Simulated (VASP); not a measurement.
Wanted: the native input for a VASP 6.6.1 run.

```yaml
Task: single point
Functional: PBE
Potentials_or_basis: VASP PAW PBE potentials, release 64 (K_sv, Ta_pv, O)
Cutoff: 520 eV
k_mesh: 8 × 8 × 8
Occupations: gaussian, width 0.02 eV
Spin: no spin polarisation
Dipole_correction: no
Further_INCAR_settings: ALGO = Normal; EDIFF = 1e-06; NBANDS = 27
```

The structure of KTaO3 lies in POSCAR:

```
KTaO3
1.0
    3.8999932518      0.0000000000      0.0000000000
    0.0000000000      3.8999932518      0.0000000000
    0.0000000000      0.0000000000      3.8999932518
K Ta O
1 1 3
Direct
    0.5000000000      0.5000000000      0.5000000000
    0.0000000000      0.0000000000      0.0000000000
    0.5000000000      0.0000000000      0.0000000000
    0.0000000000      0.5000000000      0.0000000000
    0.0000000000      0.0000000000      0.5000000000
```

This cell differs from its parent crystal: volume scaled by 0.91.

These files were run (other wordings do the same):

INCAR

```
PREC = Accurate ; ENCUT = 520
EDIFF = 1E-6 ; ISMEAR = 0
SIGMA = 0.02 ; LREAL = F
LASPH = T ; NELM = 80
ALGO = Normal ; ISIF = 2
LWAVE = F ; LCHARG = F
GGA = PE ; NBANDS = 27
```

KPOINTS

```
regular mesh
0
Gamma
  8 8 8
```

Potentials or basis: VASP PAW PBE potentials, release 64 (K_sv, Ta_pv, O).

Command:

```console
$ cat potpaw_PBE.64/K_sv/POTCAR potpaw_PBE.64/Ta_pv/POTCAR potpaw_PBE.64/O/POTCAR > POTCAR
$ mpirun -np 1 vasp_std > vasp.out
```

Results of the run:

The pressure is 22.9 GPa and the band gap on the k mesh is 2.32 eV, indirect (least direct gap 2.90 eV).

Caveat: spin-orbit coupling is left out, which moves the levels of the heavy elements.

It took 47 s on 1 thread of Intel(R) Xeon(R) Platinum 8488C (Sapphire Rapids), on a shared host, peak memory 0.2 GiB.
